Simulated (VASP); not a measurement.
**Sc6TeO12: single point with PBEsol**

Sc6TeO12:

```
Sc Te O
1.0
     4.60942    2.66125    2.90226
    -4.60942    2.66125    2.90226
     0.00000   -5.32250    2.90226
Sc Te O
6 1 12
Direct
  0.38983 0.85441 0.67340
  0.32660 0.61017 0.14559
  0.14559 0.32660 0.61017
  0.85441 0.67340 0.38983
  0.67340 0.38983 0.85441
  0.61017 0.14559 0.32660
  0.00000 0.00000 0.00000
  0.04223 0.91136 0.69133
  0.30867 0.95777 0.08864
  0.17776 0.58857 0.42166
  0.57834 0.82224 0.41143
  0.08864 0.30867 0.95777
  0.41143 0.57834 0.82224
  0.58857 0.42166 0.17776
  0.91136 0.69133 0.04223
  0.42166 0.17776 0.58857
  0.82224 0.41143 0.57834
  0.69133 0.04223 0.91136
  0.95777 0.08864 0.30867
```

* Program: VASP 6.6.1
* Task: single point
* Functional: PBEsol
* Potentials or basis: VASP PAW PBE potentials, release 64 (Sc_sv, Te, O)
* Cutoff: 520 eV
* k mesh: 6 × 6 × 6
* Occupations: gaussian, width 0.02 eV
* Spin: no spin polarisation

- Pressure: 1.0 GPa
- Largest force: 0.033 eV/Å
- Band gap on the k mesh: 3.48 eV

Forces in eV/Å, atoms in the order of the input:
```
Sc  -0.018 -0.020  0.019
Sc  -0.026  0.006 -0.019
Sc   0.008 -0.025 -0.019
Sc  -0.008  0.025  0.019
Sc   0.026 -0.006  0.019
Sc   0.018  0.020 -0.019
Te   0.000  0.000  0.000
O   -0.012  0.010 -0.005
O    0.003  0.015  0.005
O    0.013 -0.011 -0.008
O   -0.003 -0.017  0.008
O   -0.015 -0.005  0.005
O    0.017  0.006  0.008
O   -0.017 -0.006 -0.008
O    0.015  0.005 -0.005
O    0.003  0.017 -0.008
O   -0.013  0.011  0.008
O   -0.003 -0.015 -0.005
O    0.012 -0.010  0.005
```

Levels at points of the mesh, in eV from the valence-band top:
| k point | band 69 | band 70 | band 71 | band 72 | band 73 | band 74 | band 75 | band 76 |
| --- | --- | --- | --- | --- | --- | --- | --- | --- |
| (0.00, 0.00, 0.00) | -0.57 | -0.24 | -0.24 | 0.00 | 3.48 | 4.49 | 4.92 | 4.97 |
| (0.50, 0.00, 0.00) | -0.48 | -0.37 | -0.33 | -0.08 | 3.69 | 4.77 | 4.78 | 4.97 |
| (0.50, 0.50, 0.00) | -0.41 | -0.27 | -0.20 | -0.05 | 3.87 | 4.65 | 4.92 | 5.01 |
| (0.50, 0.50, 0.50) | -0.43 | -0.31 | -0.31 | -0.06 | 3.70 | 4.59 | 4.84 | 5.15 |

Run time: 21 min on 1 thread of Intel(R) Xeon(R) Platinum 8488C (Sapphire Rapids), on a shared host, peak memory 0.6 GiB.

Caveat: the PAW data sets were made with another functional, which shifts forces and pressure a little; spin-orbit coupling is left out, which moves the levels of the heavy elements. A k mesh can miss the band edges.
